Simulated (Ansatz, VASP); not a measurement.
**BAs: VASP beside Ansatz**

File INCAR:

```
SYSTEM = BAs
  ALGO = Normal
  EDIFF = 1E-7
  ENCUT = 520
  GGA = PE
  ISIF = 2
  ISMEAR = -1
  LASPH = .TRUE.
  LCHARG = .FALSE.
  LREAL = .FALSE.
  LWAVE = .FALSE.
  NBANDS = 11
  NELM = 80
  PREC = Accurate
  SIGMA = 0.08
```

The input KPOINTS:

```
k-points
0
G
  15 15 15
  0 0 0
```

The input POSCAR:

```
BAs
1.0
    0.0000000000      2.3559877699      2.3559877699
    2.3559877699      0.0000000000      2.3559877699
    2.3559877699      2.3559877699      0.0000000000
B As
1 1
Direct
    0.0000000000      0.0000000000      0.0000000000
    0.2500000000      0.2500000000      0.2500000000
```

Input for Ansatz:

```yaml
crystal:
  lattice:
    - [0.0, 2.3559877699, 2.3559877699]
    - [2.3559877699, 0.0, 2.3559877699]
    - [2.3559877699, 2.3559877699, 0.0]
  atoms:
    - { symbol: B, position: [0.0, 0.0, 0.0] }
    - { symbol: As, position: [0.25, 0.25, 0.25] }
kpoints:
  mp_grid: { grid: [15, 15, 15] }
scf:
  occupations: { method: fermi_dirac, width: 0.08 }
hamiltonian:
  xc: pbe
  pseudopotentials: { kind: all_electron, lapw: { basis_error: 0.00025 } }
output:
  forces: true
  stress: true
  eigenvalues: true
```

Change from the starting cell: volume scaled by 0.9405.

Alike in both runs: task single point; functional PBE; k mesh 15 × 15 × 15; occupations fermi-dirac, width 0.08 eV; no spin polarisation.

```csv
,VASP,Ansatz
version,VASP 6.6.1,Ansatz 0.2.0
potentials or method,"VASP PAW PBE potentials, release 64 (B, As), cutoff 520 eV","all-electron LAPW, scalar-relativistic"
```

|  | VASP | Ansatz | Ansatz less VASP |
| --- | --- | --- | --- |
| pressure (GPa) | 10.0 | 9.1 | -0.85 |

Ansatz ran all-electron here, and VASP with PAW potentials.
